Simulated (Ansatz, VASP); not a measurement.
One calculation of SnSe, two programs

The input INCAR:

```
SYSTEM = SnSe
PREC     = Accurate       ! precision mode
ENCUT    = 520            ! plane-wave cutoff, eV
EDIFF    = 1E-6           ! SCF threshold, eV
ISMEAR   = 0              ! smearing method
SIGMA    = 0.05           ! smearing width, eV
LREAL    = .FALSE.        ! projectors in reciprocal space
LASPH    = .TRUE.         ! aspherical terms in the spheres
NELM     = 100            ! most SCF steps
ALGO     = Normal         ! electronic algorithm
ISIF     = 2              ! what is computed and relaxed
LWAVE    = .FALSE.        ! write WAVECAR
LCHARG   = .TRUE.         ! write CHGCAR
GGA      = PE             ! functional
LELF     = .TRUE.         ! ELF
LVHAR    = .TRUE.       
NBANDS   = 17             ! bands
```

KPOINTS

```
Automatic mesh
0
G
  10 10 10
  0 0 0
```

The input POSCAR:

```
SnSe
1.0
    0.0000000000      3.0157190000      3.0157190000
    3.0157190000      0.0000000000      3.0157190000
    3.0157190000      3.0157190000      0.0000000000
Sn Se
1 1
Direct
    0.0000000000      0.0000000000      0.0000000000
    0.5000000000      0.5000000000      0.5000000000
```

Input for Ansatz:

```yaml
crystal:
  lattice:
    - [0.0, 3.015719, 3.015719]
    - [3.015719, 0.0, 3.015719]
    - [3.015719, 3.015719, 0.0]
  atoms:
    - { symbol: Sn, position: [0.0, 0.0, 0.0] }
    - { symbol: Se, position: [0.5, 0.5, 0.5] }
basis:
  ecutwfc: 420
kpoints:
  mp_grid: { grid: [10, 10, 10] }
hamiltonian:
  xc: pbe
scf:
  occupations: { method: gaussian, width: 0.05 }
output:
  forces: true
  stress: true
  eigenvalues: true
  populations: true
```

Alike in both runs: task single point; functional PBE; k mesh 10 × 10 × 10; occupations gaussian, width 0.05 eV; no spin polarisation.

|  | VASP | Ansatz |
| --- | --- | --- |
| version | VASP 6.6.1 | Ansatz 0.2.0 |
| potentials or method | VASP PAW PBE potentials, release 64 (Sn_d, Se), cutoff 520 eV | scalar-relativistic, plane waves, PAW |
| valence electrons in the cell | 20 | 30 |

```tsv
	VASP	Ansatz	Ansatz less VASP
gap on the k mesh at the Fermi level (eV)	0.50	0.50	0.000
least direct gap on the mesh (eV)	0.56	0.56	-0.001
pressure (GPa)	0.7	0.7	+0.02
```

VASP's potentials hold 20 valence electrons a cell and Ansatz's 30, so a difference there can come from the potentials and not from the codes.
